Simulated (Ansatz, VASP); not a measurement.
**Cd3I: VASP beside Ansatz**

```
CELL_PARAMETERS angstrom
5.49375 0.00000 0.00000
0.00000 5.49375 0.00000
0.00000 0.00000 3.96362
ATOMIC_POSITIONS crystal
Cd 0.00000 0.50000 0.50000
Cd 0.50000 0.00000 0.50000
Cd 0.50000 0.50000 0.00000
I 0.00000 0.00000 0.00000
```

Alike in both runs: functional PBE; k mesh 10 × 10 × 10; occupations gaussian, width 0.1 eV; no spin polarisation.

Ansatz relaxed the structure, and its values are those at the end. VASP's run is a single point on that final structure, the one shown.

```csv
,VASP,Ansatz
version,VASP 6.6.1,Ansatz 0.2.0
potentials or method,"VASP PAW PBE potentials, release 64 (Cd, I), cutoff 520 eV","scalar-relativistic, plane waves, PAW"
valence electrons in the cell,43,77
```

VASP gave:

- gap on the k mesh at the Fermi level (eV): none
- pressure (GPa): 0.1

Question: Which values does Ansatz return?

Answer: gap on the k mesh at the Fermi level (eV): none; pressure (GPa): 0.0.

A gap of «none» marks a metal or a gap that the smearing closes. With one functional, cell and mesh, what is left measures potentials, basis and numerics. VASP's potentials hold 43 valence electrons a cell and Ansatz's 77, so a difference there can come from the potentials and not from the codes.

Neither program's run includes spin-orbit coupling.
